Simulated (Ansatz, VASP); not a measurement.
**Two plane-wave programs on B2O**

Contents of INCAR:

```
SYSTEM = B2O
ALGO     = Normal         ! electronic algorithm
EDIFF    = 1E-6           ! SCF threshold, eV
ENCUT    = 520            ! plane-wave cutoff, eV
GGA      = PE             ! functional
ISIF     = 2              ! what is computed and relaxed
ISMEAR   = 0              ! smearing method
LASPH    = .True.         ! aspherical terms in the spheres
LCHARG   = .True.         ! write CHGCAR
LELF     = .True.         ! ELF
LREAL    = .False.        ! projectors in reciprocal space
LVHAR    = .True.       
LWAVE    = .False.        ! write WAVECAR
NBANDS   = 21             ! bands
NELM     = 80             ! most SCF steps
PREC     = Accurate       ! precision mode
SIGMA    = 0.05           ! smearing width, eV
```

File KPOINTS:

```
k-points
0
Gamma
  8 8 2
  0 0 0
```

POSCAR

```
B2O
1.0
    2.5371676717      0.0000000000      0.0000000000
   -1.2685838359      2.1972516574      0.0000000000
    0.0000000000      0.0000000000      9.0802427866
B O
4 2
Direct
    0.0000000000      0.0000000000      0.4043075611
    0.0000000000      0.0000000000      0.5956924389
    0.6666666667      0.3333333333      0.0305207127
    0.3333333333      0.6666666667      0.9694792873
    0.6666666667      0.3333333333      0.3435238880
    0.3333333333      0.6666666667      0.6564761120
```

Input for Ansatz:

```yaml
crystal:
  lattice:
    - [2.5371676717, 0.0, 0.0]
    - [-1.2685838359, 2.1972516574, 0.0]
    - [0.0, 0.0, 9.0802427866]
  atoms:
    - { symbol: B, position: [0.0, 0.0, 0.4043075611] }
    - { symbol: B, position: [0.0, 0.0, 0.5956924389] }
    - { symbol: B, position: [0.6666666667, 0.3333333333, 0.0305207127] }
    - { symbol: B, position: [0.3333333333, 0.6666666667, 0.9694792873] }
    - { symbol: O, position: [0.6666666667, 0.3333333333, 0.343523888] }
    - { symbol: O, position: [0.3333333333, 0.6666666667, 0.656476112] }
basis:
  ecutwfc: 420
  ecutrho_ratio: 4
kpoints:
  mp_grid: { grid: [8, 8, 2] }
hamiltonian:
  xc: pbe
scf:
  occupations: { method: gaussian, width: 0.05 }
output:
  forces: true
  stress: true
  eigenvalues: true
  populations: true
  write_density: true
  write_potential: true
  elf: true
  volumetric_format: npy
```

Alike in both runs: task single point; functional PBE; k mesh 8 × 8 × 2; occupations gaussian, width 0.05 eV; no spin polarisation.

|  | VASP | Ansatz |
| --- | --- | --- |
| version | VASP 6.6.1 | Ansatz 0.2.0 |
| potentials or method | VASP PAW PBE potentials, release 64 (B, O), cutoff 520 eV | scalar-relativistic, plane waves, PAW |
| valence electrons in the cell | 24 | 24 |

VASP gave:

* gap on the k mesh at the Fermi level (eV): none
* pressure (GPa): 6.2
* traceless stress, the component that is largest in VASP (GPa): -1.05
* rms of the force components (eV/Å): 0.073

Problem. Which values does Ansatz return?

Solution. gap on the k mesh at the Fermi level (eV): none; pressure (GPa): 5.9; traceless stress, the component that is largest in VASP (GPa): -0.55; rms of the force components (eV/Å): 0.077.

Atom by atom the forces differ by 0.006 eV/Å (rms over components). A gap of «none» marks a metal or a gap that the smearing closes.
